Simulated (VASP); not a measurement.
The system is SrCl2.

```
CELL_PARAMETERS angstrom
0.00000 3.48835 3.48835
3.48835 0.00000 3.48835
3.48835 3.48835 0.00000
ATOMIC_POSITIONS crystal
Sr 0.00000 0.00000 0.00000
Cl 0.75000 0.75000 0.75000
Cl 0.25000 0.25000 0.25000
```

Base run:

| Quantity | Value |
| --- | --- |
| Program | VASP 6.6.1 |
| Functional | PBE-based screened hybrid with 30 % exact exchange |
| Potentials or basis | VASP PAW PBE potentials, release 64 (Sr_sv, Cl) |
| Cutoff | 400 eV |
| k mesh | 4 × 4 × 4 |
| Occupations | fermi-dirac, width 0.05 eV |
| Spin | no spin polarisation |

Its results: band gap on the k mesh 6.90 eV (least direct gap 7.11 eV); pressure 0.4 GPa.

Problem. The run is repeated on the same cell with these changes: functional from PBE-based screened hybrid with 30 % exact exchange to PBE-based screened hybrid with 25 % exact exchange; share of exact exchange from 0.3 to 0.25. What comes out?

Solution. Band gap on the k mesh 6.64 eV (least direct gap 6.84 eV); pressure 0.5 GPa.

Caveats: the PAW data sets were made with another functional, which shifts forces and pressure a little.

A k mesh can miss the band edges.
